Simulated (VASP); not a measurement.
# CoO (C2/m) in VASP: a series of runs

The runs below take CoO through electric field gradients, with PBE.

Everything below comes from runs of VASP 6.6.1. Logs are shortened: lines on timing, memory, paths and dates and some standing lists are left out, and cuts for length are marked.

## 1. The cell of the first run

Symmetry: C2/m, No. 12, monoclinic system. Conventional cell: a = 4.215 Å, b = 4.223 Å, c = 2.971 Å, α = 90.00°, β = 133.55°, γ = 90.00°. Co (site symmetry 2/m) has 6 O at 2.11 to 2.15 Å within 2.8 Å. O (site symmetry 2/m) has 6 Co at 2.11 to 2.15 Å within 2.8 Å.

## 2. Electric field gradients, PBE, collinear spin, ferromagnetic start (equal xy, yz and zx shear strains of +2 %)

Input file INCAR:

```
ALGO = Normal
EDIFF = 1E-8
ENCUT = 520
GGA = PE
ISIF = 2
ISMEAR = -1
ISPIN = 2
LASPH = T
LCHARG = F
LEFG = T
LMAXMIX = 4
LORBIT = 11
LREAL = F
LWAVE = F
MAGMOM = 2 0
NBANDS = 18
NELM = 150
PREC = Accurate
SIGMA = 0.03
```

Input file KPOINTS:

```
k-points
0
Gamma
  13 13 15
```

Input file POSCAR:

```
CoO
1.0
   -1.4718476518      1.5139926509      2.1072499549
    1.5139926509     -1.4718476518      2.1072499549
    1.5020076549      1.5020076549     -2.0770899518
Co O
1 1
Direct
    0.0000000000      0.0000000000      0.0000000000
    0.5000000000      0.5000000000      0.0000000000
```

Potentials or basis: VASP PAW PBE potentials, release 64 (Co, O).

Started as:

```sh
> cat potpaw_PBE.64/Co/POTCAR potpaw_PBE.64/O/POTCAR > POTCAR
> mpirun -np 1 vasp_std > vasp.out
```

OUTCAR:

```text
EDIFF = 1E-8
   ENCUT = 520
   GGA = PE
   ISIF = 2
   ISMEAR = -1
   ISPIN = 2
   LASPH = T
   LORBIT = 11
   LREAL = F
   NELM = 150
   PREC = Accurate

 ion  position               nearest neighbor table
   1  0.000  0.000  0.000-   2 2.11   2 2.11   2 2.11   2 2.11   2 2.15   2 2.15
   2  0.500  0.500  0.000-   1 2.11   1 2.11   1 2.11   1 2.11   1 2.15   1 2.15

  LATTYP: Found a base centered monoclinic cell.
 ALAT       =     4.2149213387
 B/A-ratio  =     1.0018255412
 C/A-ratio  =     0.7048573980
 COS(beta)  =    -0.6889603781

  Lattice vectors:

 A1 = (  -1.4718476518,   1.5139926509,   2.1072499549)
 A2 = (   1.5139926509,  -1.4718476518,   2.1072499549)
 A3 = (   1.5020076549,   1.5020076549,  -2.0770899518)

Analysis of symmetry for initial positions (statically):
=====================================================================
 Subroutine PRICEL returns:
 Original cell was already a primitive cell.

 Routine SETGRP: Setting up the symmetry group for a
 base centered monoclinic supercell.

 Subroutine GETGRP returns: Found  4 space group operations
 (whereof  4 operations were pure point group operations)
 out of a pool of  4 trial point group operations.

The static configuration has the point symmetry C_2h.

Analysis of symmetry for dynamics (positions and initial velocities):
=====================================================================
 Subroutine PRICEL returns:
 Original cell was already a primitive cell.

 Routine SETGRP: Setting up the symmetry group for a
 base centered monoclinic supercell.

 Subroutine GETGRP returns: Found  4 space group operations
 (whereof  4 operations were pure point group operations)
 out of a pool of  4 trial point group operations.

The dynamic configuration has the point symmetry C_2h.

Analysis of structural, dynamic, and magnetic symmetry:
=====================================================================
 Subroutine PRICEL returns:
 Original cell was already a primitive cell.

 Routine SETGRP: Setting up the symmetry group for a
 base centered monoclinic supercell.

 Subroutine GETGRP returns: Found  4 space group operations
 (whereof  4 operations were pure point group operations)
 out of a pool of  4 trial point group operations.

The overall configuration has the point symmetry C_2h.

 Subroutine INISYM returns: Found  4 space group operations
 (whereof  4 operations are pure point group operations),
 and found     1 'primitive' translations

----------------------------------------------------------------------------------------

                                     Primitive cell

  volume of cell :      19.1624

  direct lattice vectors                    reciprocal lattice vectors
    -1.471847652  1.513992651  2.107249955    -0.005633205  0.329280889  0.234039599
     1.513992651 -1.471847652  2.107249955     0.329280889 -0.005633205  0.234039599
     1.502007655  1.502007655 -2.077089952     0.328347151  0.328347151 -0.006566943

  length of vectors
     2.983121122  2.983121122  2.970918487     0.404020013  0.404020013  0.464399427

  position of ions in fractional coordinates (direct lattice)
     0.000000000  0.000000000  0.000000000
     0.500000000  0.500000000  1.000000000

  ion indices of the primitive-cell ions
   primitive index   ion index
                 1           1
                 2           2

----------------------------------------------------------------------------------------

 KPOINTS: k-points

Automatic generation of k-mesh.
 Grid dimensions read from file:
 generate k-points for:   13   13   15

 Generating k-lattice:

  Cartesian coordinates                     Fractional coordinates (reciprocal lattice)
    -0.000433323  0.025329299  0.018003046     0.076923077 -0.000000000  0.000000000
     0.025329299 -0.000433323  0.018003046    -0.000000000  0.076923077  0.000000000
     0.021889810  0.021889810 -0.000437796     0.000000000  0.000000000  0.066666667

  Length of vectors
     0.031078463  0.031078463  0.030959962

  Shift w.r.t. Gamma in fractional coordinates (k-lattice)
     0.000000000  0.000000000  0.000000000

 Subroutine IBZKPT returns following result:
 ===========================================

 Found    686 irreducible k-points:

 Following reciprocal coordinates:
            Coordinates               Weight
  0.000000  0.000000  0.000000      1.000000
  0.076923 -0.000000  0.000000      4.000000
  0.153846  0.000000  0.000000      4.000000
  0.230769 -0.000000 -0.000000      4.000000
  0.307692  0.000000  0.000000      4.000000
  0.384615 -0.000000  0.000000      4.000000
[... 16 lines left out ...]
  0.384615  0.153846  0.000000      4.000000
  0.461538  0.153846  0.000000      4.000000
 [... further k-points ...]
   k-points           NKPTS =    686   k-points in BZ     NKDIM =    686   number of bands    NBANDS=     18
   number of dos      NEDOS =    301   number of ions     NIONS =      2
   total plane-waves  NPLWV =  13824
   dimension x,y,z NGX =    24 NGY =   24 NGZ =   24
   dimension x,y,z NGXF=    48 NGYF=   48 NGZF=   48
   ions per type =               1   1
   NGX,Y,Z   is equivalent  to a cutoff of  13.37, 13.37, 13.43 a.u.
   NGXF,Y,Z  is equivalent  to a cutoff of  26.75, 26.75, 26.86 a.u.
 SYSTEM =  unknown system
   PREC   = accura    normal or accurate (medium, high low for compatibility)
   ISTART =      0    job   : 0-new  1-cont  2-samecut
   ICHARG =      2    charge: 1-file 2-atom 10-const
   ISPIN  =      2    spin polarized calculation?
   LNONCOLLINEAR =      F non collinear calculations
   LSORBIT =      F    spin-orbit coupling
   LASPH  =      T    aspherical Exc in radial PAW
   ENCUT  =  520.0 eV  38.22 Ry    6.18 a.u.   5.55  5.55  5.52*2*pi/ulx,y,z
   NELM   =    150;   NELMIN=  2; NELMDL= -5     # of ELM steps
   EDIFF  = 0.1E-07   stopping-criterion for ELM
   LREAL  =      F    real-space projection
   EDIFFG = 0.1E-06   stopping-criterion for IOM
   NSW    =      0    number of steps for IOM
   IBRION =     -1    ionic relax: 0-MD 1-quasi-New 2-CG
   NFREE  =      0    steps in history (QN), initial steepest desc. (CG)
   ISIF   =      2    stress and relaxation
   ISYM   =      2    0-nonsym 1-usesym 2-fastsym
   POTIM  = 0.5000    time-step for ionic-motion
   TEBEG  =    0.0;   TEEND  =   0.0 temperature during run
   PSTRESS=    0.0 pullay stress
   NELECT =      15.0000    total number of electrons
   NUPDOWN=      -1.0000    fix difference up-down
   EMIN   =  10.00;   EMAX   =-10.00  energy-range for DOS
   EFERMI =   0.00;   METHOD = LEGACY
   ISMEAR =    -1;   SIGMA  =   0.03  broadening in eV -4-tet -1-fermi 0-gaus
   EFERMI_NEDOS =   21; number of points for ismear=-14 and -15
   IALGO  =     38    algorithm
   IMIX   =      4    mixing-type and parameters
     AMIX     =   0.40;   BMIX     =  1.00
     AMIX_MAG =   1.60;   BMIX_MAG =  1.00
  volume/ion in A,a.u.               =       9.58        64.66
  Fermi-wavevector in a.u.,A,eV,Ry     =   1.508767  2.851156 30.971994  2.276377
  Thomas-Fermi vector in A             =   2.619178
   LORBIT       =     11    0 simple, 1 ext, 2 COOP (PROOUT), +10 PAW based schemes
   GGA     = PE    functional components
   LHFCALC =     F    Hartree Fock is set to
   AEXX    =    0.0000 exact exchange contribution
   IVDW    =     0    specifies the selected vdW correction
   LEPSILON=     F    determine dielectric tensor
   LRPA    =     F    only Hartree local field effects (RPA)
 spin polarized calculation
  energy-cutoff  :      520.00
  volume of cell :       19.16
 maximum number of plane-waves:       539
   NGX = 11   NGY = 11   NGZ = 11

 number of electron      15.0000003 magnetization       2.9048126

 Free energy of the ion-electron system (eV)
  ---------------------------------------------------
  ext. energy  EPLUGINS =         0.00000000
  ---------------------------------------------------
  free energy    TOTEN  =       -13.05332817 eV

  energy without entropy =      -13.04154669  energy(sigma->0) =      -13.04743743

 E-fermi :   8.0220     XC(G=0): -12.4563

 val. band max:        8.0218150322   @ k =   0.2308   0.1538   0.4667
 cond. band min:       8.0221670783   @ k =  -0.1538   0.4615   0.3333
 fundamental gap:      0.0003520461
 Fermi energy:         8.0219651626

 spin component 1

 k-point     1 :       0.0000    0.0000    0.0000
  band No.  band energies     occupation
      1     -12.2424      1.00000
      2       4.7417      1.00000
      3       4.7455      1.00000
      4       4.7687      1.00000
      5       4.7884      1.00000
      6       4.8564      1.00000
[... 10 lines left out ...]
     17      30.0163      0.00000
     18      32.6524      0.00000

 k-point     2 :       0.0769   -0.0000    0.0000
  band No.  band energies     occupation
      1     -12.1816      1.00000
      2       4.0618      1.00000
      3       4.1021      1.00000
      4       4.1777      1.00000
      5       4.9148      1.00000
      6       5.0586      1.00000
[... 10 lines left out ...]
     17      30.2935      0.00000
     18      33.6860      0.00000
[... 442 lines left out ...]
 k-point    24 :       0.4615    0.1538    0.0000
  band No.  band energies     occupation
      1     -10.9826      1.00000
      2       0.1798      1.00000
      3       1.9055      1.00000
      4       2.2521      1.00000
      5       5.4666      1.00000
      6       5.7463      1.00000
[... 10 lines left out ...]
     17      35.4347      0.00000
     18      36.7684      0.00000

 [... further k-points ...]

 spin component 2

 k-point     1 :       0.0000    0.0000    0.0000
  band No.  band energies     occupation
      1     -11.7383      1.00000
      2       5.3430      1.00000
      3       5.4079      1.00000
      4       5.5637      1.00000
      5       6.8428      1.00000
      6       6.9198      1.00000
[... 10 lines left out ...]
     17      30.9859      0.00000
     18      33.4900      0.00000

 k-point     2 :       0.0769   -0.0000    0.0000
  band No.  band energies     occupation
      1     -11.6759      1.00000
      2       4.8241      1.00000
      3       5.1677      1.00000
      4       5.3337      1.00000
      5       6.9548      1.00000
      6       7.0112      1.00000
[... 10 lines left out ...]
     17      31.1615      0.00000
     18      34.5577      0.00000
[... 442 lines left out ...]
 k-point    24 :       0.4615    0.1538    0.0000
  band No.  band energies     occupation
      1     -10.4299      1.00000
      2       0.7329      1.00000
      3       3.0535      1.00000
      4       3.5839      1.00000
      5       7.5759      1.00000
      6       7.9064      0.97923
[... 10 lines left out ...]
     17      35.7999      0.00000
     18      37.3291      0.00000

 [... further k-points ...]
[... 5 lines left out ...]
  --------------------------------------------------------------------------------------
  -------------------------------------------------------------------------------------
  Total       -0.0602106     -0.0602106     -0.0545958     -0.0407333      0.0538251      0.0538121
  in kB       -5.0342400     -5.0342400     -4.5647846     -3.4057369      4.5003500      4.4992638
  external PRESSURE =      -4.8777548 kB  Pullay stress =       0.0000000 kB

 VOLUME and BASIS-vectors are now :
 -----------------------------------------------------------------------------
  energy-cutoff  :      520.00
  volume of cell :       19.16
      direct lattice vectors                 reciprocal lattice vectors
    -1.471847652  1.513992651  2.107249955    -0.005633205  0.329280889  0.234039599
     1.513992651 -1.471847652  2.107249955     0.329280889 -0.005633205  0.234039599
     1.502007655  1.502007655 -2.077089952     0.328347151  0.328347151 -0.006566943

 POSITION                                       TOTAL-FORCE (eV/Angst)
 -----------------------------------------------------------------------------------
      0.00000      0.00000      0.00000        -0.000000     -0.000000     -0.000000
      0.02107      0.02107      2.10725         0.000000      0.000000      0.000000
 -----------------------------------------------------------------------------------
    total drift:                               -0.000000      0.000000     -0.000000

  FREE ENERGIE OF THE ION-ELECTRON SYSTEM (eV)
  ---------------------------------------------------
  free  energy   TOTEN  =       -13.0533281687 eV

  energy  without entropy=      -13.0415466926  energy(sigma->0) =      -13.04743743

 Electric field gradients (V/A^2)
---------------------------------------------------------------------
 ion       V_xx      V_yy      V_zz      V_xy      V_xz      V_yz
---------------------------------------------------------------------
   1      -4.441    -4.441     8.882    -6.047     4.800     4.800
   2      -1.048    -1.048     2.097    -2.247     3.226     3.226
---------------------------------------------------------------------

 Electric field gradients after diagonalization (V/A^2)
 (convention: |V_zz| > |V_xx| > |V_yy|)
----------------------------------------------------------------------
 ion       V_xx      V_yy      V_zz     asymmetry (V_yy - V_xx)/ V_zz
----------------------------------------------------------------------
   1      11.024     1.606   -12.629       0.746
   2       4.700     1.199    -5.899       0.593
----------------------------------------------------------------------

           NMR quadrupolar parameters

 Cq : quadrupolar parameter    Cq=e*Q*V_zz/h
 eta: asymmetry parameters     (V_yy - V_xx)/ V_zz
 Q  : nuclear electric quadrupole moment in mb (millibarn)
----------------------------------------------------------------------
 ion       Cq(MHz)       eta       Q (mb)
----------------------------------------------------------------------
   1      -0.031       0.746       1.000
   2      -0.014       0.593       1.000
----------------------------------------------------------------------

 total charge

# of ion       s       p       d       tot
------------------------------------------
    1        0.297   0.362   7.149   7.808
    2        1.556   3.428   0.000   4.984
--------------------------------------------------
tot          1.853   3.790   7.149  12.792

 magnetization (x)

# of ion       s       p       d       tot
------------------------------------------
    1        0.021   0.018   2.516   2.555
    2        0.029   0.271   0.000   0.300
--------------------------------------------------
tot          0.050   0.289   2.516   2.855
```

Run time: 4.7 min. Hardware: 1 thread of Intel Xeon 6975P-C (Granite Rapids), shared host; peak memory 0.46 GiB.

What came out:

| Item | Value |
| --- | --- |
| Free energy | -13.0533 eV |
| Pressure | -0.5 GPa |
| Net moment | 2.90 μB per cell |
| Site moments | Co +2.56; O +0.30 μB |
| Largest electric field gradient by atom | Co -12.6; O -5.9 V/Å² |
| Valence electrons inside the program's atomic spheres | Co 7.81; O 4.98 |

Electric field gradients, principal values (V/Å²):
```tsv
atom	least	middle	greatest (by size)
1 Co	1.606	11.024	-12.629
2 O	1.199	4.700	-5.899
```

Caveat: the cell differs from its parent crystal (equal xy, yz and zx shear strains of +2 %); without QUAD_EFG the Cq values of the log hold for a quadrupole moment of 1 mb, not for the nuclei; a cell with one magnetic atom can't hold antiferromagnetic order, which such compounds often take; semilocal functionals often make such compounds metallic where correlation or magnetic order opens a gap, which also shifts bond lengths.

[end of part 1 of 3]
